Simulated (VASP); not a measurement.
# Zr (Im-3m) in VASP: a series of runs

Runs on Zr. Level: PBE. Tasks: single point, relaxation of cell and atoms.

All numbers are computed with VASP 6.6.1; they aren't measurements. Logs are shortened: lines on timing, memory, paths and dates and some standing lists are left out, and cuts for length are marked.

### Step 1. The cell of the first run

Symmetry: Im-3m, No. 229, cubic system. Conventional cell: a = 3.575 Å, b = 3.575 Å, c = 3.575 Å, α = 90.00°, β = 90.00°, γ = 90.00°. Within 4.1 Å of Zr (site symmetry m-3m) lie 14 Zr at 3.10 to 3.57 Å.

### Step 2. Single point, PBE

File INCAR:

```
PREC = Accurate ; ENCUT = 520
EDIFF = 1E-7 ; ISMEAR = 0
SIGMA = 0.1 ; LREAL = False
LASPH = True ; NELM = 100
ALGO = Normal ; ISIF = 2
LWAVE = False ; LCHARG = True
GGA = PE ; LELF = True
LVHAR = True ; NBANDS = 32
```

File KPOINTS:

```
Automatic mesh
0
Gamma
  10 10 10
```

File POSCAR:

```
Zr
1.0
    0.0000000000     -3.5746041633      3.5746041633
    3.5746041633     -3.5746041633      0.0000000000
    3.5746041633      0.0000000000      3.5746041633
Zr
4
Direct
    0.0000000000      0.0000000000      0.0000000000
    0.2500000000      0.2500000000      0.2500000000
    0.5000000000      0.5000000000      0.5000000000
    0.7500000000      0.7500000000      0.7500000000
```

Potentials or basis: VASP PAW PBE potentials, release 64 (Zr_sv).

Launch:

```
cat potpaw_PBE.64/Zr_sv/POTCAR > POTCAR
mpirun -np 1 vasp_std > vasp.out
```

OUTCAR:

```text
PREC = Accurate
   ENCUT = 520
   EDIFF = 1E-7
   ISMEAR = 0
   LREAL = False
   LASPH = True
   NELM = 100
   ISIF = 2
   GGA = PE

 ion  position               nearest neighbor table
   1  0.000  0.000  0.000-   4 3.10   4 3.10   4 3.10   2 3.10   4 3.10   2 3.10   2 3.10   2 3.10
                             3 3.57   3 3.57   3 3.57   3 3.57   3 3.57   3 3.57
   2  0.250  0.250  0.250-   1 3.10   1 3.10   1 3.10   1 3.10   3 3.10   3 3.10   3 3.10   3 3.10
                             4 3.57   4 3.57   4 3.57   4 3.57   4 3.57   4 3.57
   3  0.500  0.500  0.500-   2 3.10   2 3.10   2 3.10   2 3.10   4 3.10   4 3.10   4 3.10   4 3.10
                             1 3.57   1 3.57   1 3.57   1 3.57   1 3.57   1 3.57
   4  0.750  0.750  0.750-   3 3.10   3 3.10   3 3.10   1 3.10   3 3.10   1 3.10   1 3.10   1 3.10
                             2 3.57   2 3.57   2 3.57   2 3.57   2 3.57   2 3.57

  LATTYP: Found a face centered cubic cell.
 ALAT       =     7.1492083266

  Lattice vectors:

 A1 = (   0.0000000000,  -3.5746041633,   3.5746041633)
 A2 = (   3.5746041633,  -3.5746041633,   0.0000000000)
 A3 = (   3.5746041633,   0.0000000000,   3.5746041633)

Analysis of symmetry for initial positions (statically):
=====================================================================
 Subroutine PRICEL returns following result:

  LATTYP: Found a body centered cubic cell.
 ALAT       =     3.5746041633

  Lattice vectors:

 A1 = (  -1.7873020817,   1.7873020817,  -1.7873020816)
 A2 = (   1.7873020816,  -1.7873020816,  -1.7873020816)
 A3 = (  -1.7873020816,  -1.7873020817,   1.7873020816)

   4 primitive cells build up your supercell.

 Routine SETGRP: Setting up the symmetry group for a
 face centered cubic supercell.

 Subroutine GETGRP returns: Found 48 space group operations
 (whereof 48 operations were pure point group operations)
 out of a pool of 48 trial point group operations.

The static configuration has the point symmetry O_h .

Analysis of symmetry for dynamics (positions and initial velocities):
=====================================================================
 Subroutine PRICEL returns following result:

  LATTYP: Found a body centered cubic cell.
 ALAT       =     3.5746041633

  Lattice vectors:

 A1 = (  -1.7873020817,   1.7873020817,  -1.7873020816)
 A2 = (   1.7873020816,  -1.7873020816,  -1.7873020816)
 A3 = (  -1.7873020816,  -1.7873020817,   1.7873020816)

   4 primitive cells build up your supercell.

 Routine SETGRP: Setting up the symmetry group for a
 face centered cubic supercell.

 Subroutine GETGRP returns: Found 48 space group operations
 (whereof 48 operations were pure point group operations)
 out of a pool of 48 trial point group operations.

The dynamic configuration has the point symmetry O_h .

 Subroutine INISYM returns: Found 48 space group operations
 (whereof 48 operations are pure point group operations),
 and found     4 'primitive' translations

----------------------------------------------------------------------------------------

                                     Primitive cell

  volume of cell :      22.8378

  direct lattice vectors                    reciprocal lattice vectors
    -1.787302082  1.787302082 -1.787302082    -0.279751255  0.000000000 -0.279751255
     1.787302082 -1.787302082 -1.787302082     0.000000000 -0.279751255 -0.279751255
    -1.787302082 -1.787302082  1.787302082    -0.279751255 -0.279751255  0.000000000

  length of vectors
     3.095698014  3.095698014  3.095698014     0.395628019  0.395628019  0.395628019

  position of ions in fractional coordinates (direct lattice)
     0.000000000  0.000000000  0.000000000

  ion indices of the primitive-cell ions
   primitive index   ion index
                 1           1

----------------------------------------------------------------------------------------

 KPOINTS: Automatic mesh

Automatic generation of k-mesh.
 Grid dimensions read from file:
 generate k-points for:   10   10   10

 Generating k-lattice:

  Cartesian coordinates                     Fractional coordinates (reciprocal lattice)
    -0.013987563 -0.013987563  0.013987563     0.100000000  0.000000000  0.000000000
     0.013987563 -0.013987563 -0.013987563     0.000000000  0.100000000  0.000000000
     0.013987563  0.013987563  0.013987563     0.000000000  0.000000000  0.100000000

  Length of vectors
     0.024227169  0.024227169  0.024227169

  Shift w.r.t. Gamma in fractional coordinates (k-lattice)
     0.000000000  0.000000000  0.000000000

 Subroutine IBZKPT returns following result:
 ===========================================

 Found     47 irreducible k-points:

 Following reciprocal coordinates:
            Coordinates               Weight
  0.000000  0.000000  0.000000      1.000000
  0.100000  0.000000  0.000000      8.000000
  0.200000  0.000000  0.000000      8.000000
  0.300000  0.000000  0.000000      8.000000
  0.400000  0.000000  0.000000      8.000000
  0.500000  0.000000  0.000000      4.000000
[... 16 lines left out ...]
  0.300000  0.300000  0.000000      6.000000
  0.400000  0.300000  0.000000     24.000000
 [... further k-points ...]
   k-points           NKPTS =     47   k-points in BZ     NKDIM =     47   number of bands    NBANDS=     32
   number of dos      NEDOS =    301   number of ions     NIONS =      4
   total plane-waves  NPLWV =  64000
   dimension x,y,z NGX =    40 NGY =   40 NGZ =   40
   dimension x,y,z NGXF=    80 NGYF=   80 NGZF=   80
   ions per type =               4
   NGX,Y,Z   is equivalent  to a cutoff of  13.15, 13.15, 13.15 a.u.
   NGXF,Y,Z  is equivalent  to a cutoff of  26.31, 26.31, 26.31 a.u.
 SYSTEM =  unknown system
   PREC   = accura    normal or accurate (medium, high low for compatibility)
   ISTART =      0    job   : 0-new  1-cont  2-samecut
   ICHARG =      2    charge: 1-file 2-atom 10-const
   ISPIN  =      1    spin polarized calculation?
   LNONCOLLINEAR =      F non collinear calculations
   LSORBIT =      F    spin-orbit coupling
   LASPH  =      T    aspherical Exc in radial PAW
   ENCUT  =  520.0 eV  38.22 Ry    6.18 a.u.   9.40  9.40  9.40*2*pi/ulx,y,z
   NELM   =    100;   NELMIN=  2; NELMDL= -5     # of ELM steps
   EDIFF  = 0.1E-06   stopping-criterion for ELM
   LREAL  =      F    real-space projection
   EDIFFG = 0.1E-05   stopping-criterion for IOM
   NSW    =      0    number of steps for IOM
   IBRION =     -1    ionic relax: 0-MD 1-quasi-New 2-CG
   NFREE  =      0    steps in history (QN), initial steepest desc. (CG)
   ISIF   =      2    stress and relaxation
   ISYM   =      2    0-nonsym 1-usesym 2-fastsym
   POTIM  = 0.5000    time-step for ionic-motion
   TEBEG  =    0.0;   TEEND  =   0.0 temperature during run
   PSTRESS=    0.0 pullay stress
   NELECT =      48.0000    total number of electrons
   NUPDOWN=      -1.0000    fix difference up-down
   EMIN   =  10.00;   EMAX   =-10.00  energy-range for DOS
   EFERMI =   0.00;   METHOD = LEGACY
   ISMEAR =     0;   SIGMA  =   0.10  broadening in eV -4-tet -1-fermi 0-gaus
   EFERMI_NEDOS =   21; number of points for ismear=-14 and -15
   IALGO  =     38    algorithm
   IMIX   =      4    mixing-type and parameters
     AMIX     =   0.40;   BMIX     =  1.00
     AMIX_MAG =   1.60;   BMIX_MAG =  1.00
  volume/ion in A,a.u.               =      22.84       154.12
  Fermi-wavevector in a.u.,A,eV,Ry     =   1.321044  2.496411 23.744306  1.745157
  Thomas-Fermi vector in A             =   2.450826
   LORBIT       =      0    0 simple, 1 ext, 2 COOP (PROOUT), +10 PAW based schemes
   GGA     = PE    functional components
   LHFCALC =     F    Hartree Fock is set to
   AEXX    =    0.0000 exact exchange contribution
   IVDW    =     0    specifies the selected vdW correction
   LEPSILON=     F    determine dielectric tensor
   LRPA    =     F    only Hartree local field effects (RPA)
 non-spin polarized calculation
 Gauss-broadening in eV      SIGMA  =   0.10
  energy-cutoff  :      520.00
  volume of cell :       91.35
 maximum number of plane-waves:      2481
 NGX is ok and might be reduce to    40
   NGX = 19   NGY = 19   NGZ = 19

 number of electron      47.9999999 magnetization

 Free energy of the ion-electron system (eV)
  ---------------------------------------------------
  ext. energy  EPLUGINS =         0.00000000
  ---------------------------------------------------
  free energy    TOTEN  =       -33.75793123 eV

  energy without entropy =      -33.72189769  energy(sigma->0) =      -33.73991446

 E-fermi :   8.9302     XC(G=0): -11.1638

 val. band max:        8.9239811542   @ k =  -0.4000   0.2000   0.0000
 cond. band min:       8.9450974061   @ k =  -0.4000   0.3000   0.0000
 fundamental gap:      0.0211162519
 Fermi energy:         8.9302275989

 k-point     1 :       0.0000    0.0000    0.0000
  band No.  band energies     occupation
      1     -39.5284      2.00000
      2     -39.3521      2.00000
      3     -39.3521      2.00000
      4     -39.2487      2.00000
      5     -17.7170      2.00000
      6     -17.7170      2.00000
[... 24 lines left out ...]
     31      13.3902      0.00000
     32      13.3902      0.00000

 k-point     2 :       0.1000    0.0000    0.0000
  band No.  band energies     occupation
      1     -39.5225      2.00000
      2     -39.3536      2.00000
      3     -39.3525      2.00000
      4     -39.2530      2.00000
      5     -17.7206      2.00000
      6     -17.7206      2.00000
[... 24 lines left out ...]
     31      13.3478      0.00000
     32      13.3512      0.00000
[... 733 lines left out ...]
     31      11.7342      0.00000
     32      12.8252      0.00000

 k-point    24 :       0.4000    0.3000    0.0000
  band No.  band energies     occupation
      1     -39.4413      2.00000
      2     -39.3657      2.00000
      3     -39.3596      2.00000
      4     -39.3172      2.00000
      5     -17.9767      2.00000
      6     -17.9664      2.00000
[... 24 lines left out ...]
     31      11.3768      0.00000
     32      12.5680      0.00000

 [... further k-points ...]

------------------------ aborting loop because EDIFF is reached ----------------------------------------

  FORCE on cell =-STRESS in cart. coord.  units (eV):
  Direction    XX          YY          ZZ          XY          YZ          ZX
  --------------------------------------------------------------------------------------
  -------------------------------------------------------------------------------------
  Total       -0.0367811     -0.0367811     -0.0367811      0.0000000     -0.0000000      0.0000000
  in kB       -0.6450911     -0.6450911     -0.6450911      0.0000000     -0.0000000      0.0000000
  external PRESSURE =      -0.6450911 kB  Pullay stress =       0.0000000 kB

 VOLUME and BASIS-vectors are now :
 -----------------------------------------------------------------------------
  energy-cutoff  :      520.00
  volume of cell :       91.35
      direct lattice vectors                 reciprocal lattice vectors
     0.000000000 -3.574604163  3.574604163    -0.139875627 -0.139875627  0.139875627
     3.574604163 -3.574604163  0.000000000     0.139875627 -0.139875627 -0.139875627
     3.574604163  0.000000000  3.574604163     0.139875627  0.139875627  0.139875627

 POSITION                                       TOTAL-FORCE (eV/Angst)
 -----------------------------------------------------------------------------------
      0.00000      0.00000      0.00000         0.000000      0.000000     -0.000000
      1.78730     -1.78730      1.78730         0.000000     -0.000000      0.000000
      3.57460     -3.57460      3.57460        -0.000000      0.000000     -0.000000
      5.36191     -5.36191      5.36191         0.000000     -0.000000      0.000000
 -----------------------------------------------------------------------------------
    total drift:                               -0.000000     -0.000000      0.000000

  FREE ENERGIE OF THE ION-ELECTRON SYSTEM (eV)
  ---------------------------------------------------
  free  energy   TOTEN  =       -33.7579312288 eV

  energy  without entropy=      -33.7218976928  energy(sigma->0) =      -33.73991446
```

Wall time 62 s (1 thread of Intel Xeon 6975P-C (Granite Rapids), shared host); peak memory 0.29 GiB.

What came out:

* Free energy: -33.7579 eV
* Pressure: -0.1 GPa
* Band gap on the k mesh: zero (band 24 reaches 9.86 eV, above the bottom of band 25 at 8.37 eV)

### Step 3. Relaxation of cell and atoms, PBE

File INCAR:

```
SYSTEM = Zr
ALGO = Normal ; EDIFF = 1E-6
EDIFFG = -0.015 ; ENCUT = 600
GGA = PE ; IBRION = 2
ISIF = 3 ; ISMEAR = 0
LASPH = .True. ; LCHARG = .False.
LREAL = .False. ; LWAVE = .False.
NELM = 100 ; NSW = 80
PREC = Accurate ; SIGMA = 0.1
```

File KPOINTS:

```
k-points
0
Gamma
  10 10 10
  0 0 0
```

POSCAR is that of step 2.

Potentials or basis: VASP PAW PBE potentials, release 64 (Zr_sv).

Launch:

```
cat potpaw_PBE.64/Zr_sv/POTCAR > POTCAR
mpirun -np 1 vasp_std > vasp.out
```

OUTCAR:

```text
SYSTEM = Zr
   EDIFF = 1E-6
   EDIFFG = -0.015
   ENCUT = 600
   GGA = PE
   IBRION = 2
   ISIF = 3
   ISMEAR = 0
   LASPH = .True.
   LREAL = .False.
   NELM = 100
   NSW = 80
   PREC = Accurate

 ion  position               nearest neighbor table
   1  0.000  0.000  0.000-   4 3.10   4 3.10   4 3.10   2 3.10   4 3.10   2 3.10   2 3.10   2 3.10
                             3 3.57   3 3.57   3 3.57   3 3.57   3 3.57   3 3.57
   2  0.250  0.250  0.250-   1 3.10   1 3.10   1 3.10   1 3.10   3 3.10   3 3.10   3 3.10   3 3.10
                             4 3.57   4 3.57   4 3.57   4 3.57   4 3.57   4 3.57
   3  0.500  0.500  0.500-   2 3.10   2 3.10   2 3.10   2 3.10   4 3.10   4 3.10   4 3.10   4 3.10
                             1 3.57   1 3.57   1 3.57   1 3.57   1 3.57   1 3.57
   4  0.750  0.750  0.750-   3 3.10   3 3.10   3 3.10   1 3.10   3 3.10   1 3.10   1 3.10   1 3.10
                             2 3.57   2 3.57   2 3.57   2 3.57   2 3.57   2 3.57

  LATTYP: Found a face centered cubic cell.
 ALAT       =     7.1492083266

  Lattice vectors:

 A1 = (   0.0000000000,  -3.5746041633,   3.5746041633)
 A2 = (   3.5746041633,  -3.5746041633,   0.0000000000)
 A3 = (   3.5746041633,   0.0000000000,   3.5746041633)

Analysis of symmetry for initial positions (statically):
=====================================================================
[... 200 lines left out ...]
      1     -39.5293      2.00000
      2     -39.3530      2.00000
      3     -39.3530      2.00000
      4     -39.2497      2.00000
      5     -17.7180      2.00000
      6     -17.7180      2.00000
[... 733 lines left out ...]
     27       9.9645      0.00000
     28      10.5361      0.00000

 [... further k-points ...]

------------------------ aborting loop because EDIFF is reached ----------------------------------------

  FORCE on cell =-STRESS in cart. coord.  units (eV):
  Direction    XX          YY          ZZ          XY          YZ          ZX
  --------------------------------------------------------------------------------------
  -------------------------------------------------------------------------------------
  Total       -0.0206964     -0.0206964     -0.0206964      0.0000000     -0.0000000      0.0000000
  in kB       -0.3629879     -0.3629879     -0.3629879      0.0000000     -0.0000000      0.0000000
  external PRESSURE =      -0.3629879 kB  Pullay stress =       0.0000000 kB

 VOLUME and BASIS-vectors are now :
 -----------------------------------------------------------------------------
  energy-cutoff  :      600.00
  volume of cell :       91.35
      direct lattice vectors                 reciprocal lattice vectors
     0.000000000 -3.574604163  3.574604163    -0.139875627 -0.139875627  0.139875627
     3.574604163 -3.574604163  0.000000000     0.139875627 -0.139875627 -0.139875627
     3.574604163  0.000000000  3.574604163     0.139875627  0.139875627  0.139875627

 POSITION                                       TOTAL-FORCE (eV/Angst)
 -----------------------------------------------------------------------------------
      0.00000      0.00000      0.00000        -0.000000      0.000000     -0.000000
      1.78730     -1.78730      1.78730        -0.000000      0.000000     -0.000000
      3.57460     -3.57460      3.57460         0.000000     -0.000000      0.000000
      5.36191     -5.36191      5.36191         0.000000     -0.000000      0.000000
 -----------------------------------------------------------------------------------
    total drift:                               -0.000000     -0.000000      0.000000

  FREE ENERGIE OF THE ION-ELECTRON SYSTEM (eV)
  ---------------------------------------------------
  free  energy   TOTEN  =       -33.7576297122 eV

  energy  without entropy=      -33.7215952484  energy(sigma->0) =      -33.73961248

 reached required accuracy - stopping structural energy minimisation
```

OSZICAR:

```text
N       E                     dE             d eps       ncg     rms          rms(c)
DAV:   1     0.560270758389E+03    0.56027E+03   -0.28102E+04  2632   0.191E+03
DAV:   2     0.137784732098E+02   -0.54649E+03   -0.53628E+03  2944   0.517E+02
DAV:   3    -0.316679224520E+02   -0.45446E+02   -0.43335E+02  4496   0.105E+02
DAV:   4    -0.348958860309E+02   -0.32280E+01   -0.31423E+01  3716   0.258E+01
DAV:   5    -0.350309109437E+02   -0.13502E+00   -0.13273E+00  3720   0.467E+00    0.211E+01
DAV:   6    -0.339289267657E+02    0.11020E+01   -0.18065E+00  2764   0.962E+00    0.840E+00
DAV:   7    -0.337415834208E+02    0.18734E+00   -0.11524E+00  3636   0.665E+00    0.146E+00
DAV:   8    -0.337563995764E+02   -0.14816E-01   -0.10432E-01  3372   0.190E+00    0.546E-01
DAV:   9    -0.337577520429E+02   -0.13525E-02   -0.60506E-03  3116   0.659E-01    0.902E-02
DAV:  10    -0.337576230813E+02    0.12896E-03   -0.40347E-04  3808   0.946E-02    0.512E-02
DAV:  11    -0.337576300514E+02   -0.69701E-05   -0.77251E-05  2888   0.931E-02    0.227E-02
DAV:  12    -0.337576297122E+02    0.33917E-06   -0.39648E-06  2248   0.201E-02
   1 F= -.33757630E+02 E0= -.33739612E+02  d E =-.337576E+02
```

CONTCAR:

```text
Zr
   1.00000000000000
     0.0000000000000000   -3.5746041633000001    3.5746041633000001
     3.5746041633000001   -3.5746041633000001    0.0000000000000000
     3.5746041633000001    0.0000000000000000    3.5746041633000001
  Zr
     4
Direct
     0.0000000000000000    0.0000000000000000    0.0000000000000000
     0.2500000000000000    0.2500000000000000    0.2500000000000000
     0.5000000000000000    0.5000000000000000    0.5000000000000000
     0.7500000000000000    0.7500000000000000    0.7500000000000000

  0.00000000E+00  0.00000000E+00  0.00000000E+00
  0.00000000E+00  0.00000000E+00  0.00000000E+00
  0.00000000E+00  0.00000000E+00  0.00000000E+00
  0.00000000E+00  0.00000000E+00  0.00000000E+00
```

Run time: 46 s. Hardware: 1 thread of Intel Xeon 6975P-C (Granite Rapids), shared host; peak memory 0.29 GiB.

Results:

| Item | Value |
| --- | --- |
| Free energy | -33.7576 eV |
| Pressure after relaxing | 0.0 GPa |

Final structure:
```cif
data_structure
_symmetry_space_group_name_H-M 'P 1'
_symmetry_Int_Tables_number 1
_cell_length_a 5.0553
_cell_length_b 5.0553
_cell_length_c 5.0553
_cell_angle_alpha 60.000
_cell_angle_beta 60.000
_cell_angle_gamma 60.000
_cell_volume 91.35
loop_
_atom_site_label
_atom_site_type_symbol
_atom_site_fract_x
_atom_site_fract_y
_atom_site_fract_z
_atom_site_occupancy
Zr1 Zr 0.00000 0.00000 0.00000 1
Zr2 Zr 0.25000 0.25000 0.25000 1
Zr3 Zr 0.50000 0.50000 0.50000 1
Zr4 Zr 0.75000 0.75000 0.75000 1
```

Levels at points of the mesh, in eV from the Fermi level:
```tsv
k point	band 20	band 21	band 22	band 23	band 24	band 25	band 26	band 27	band 28
(0.00, 0.00, 0.00)	-0.54	-0.54	-0.54	-0.54	-0.54	-0.54	1.13	1.13	1.13
(0.50, 0.00, 0.00)	-0.93	-0.93	-0.93	-0.55	-0.55	-0.30	-0.30	-0.30	-0.30
(0.50, 0.50, 0.00)	-2.26	-0.70	-0.70	-0.30	-0.30	1.50	1.50	1.50	1.51
```

Caveat: the relaxation stopped at its first step, so nothing moved; the bands computed are all filled at some k points, so no gap is given.
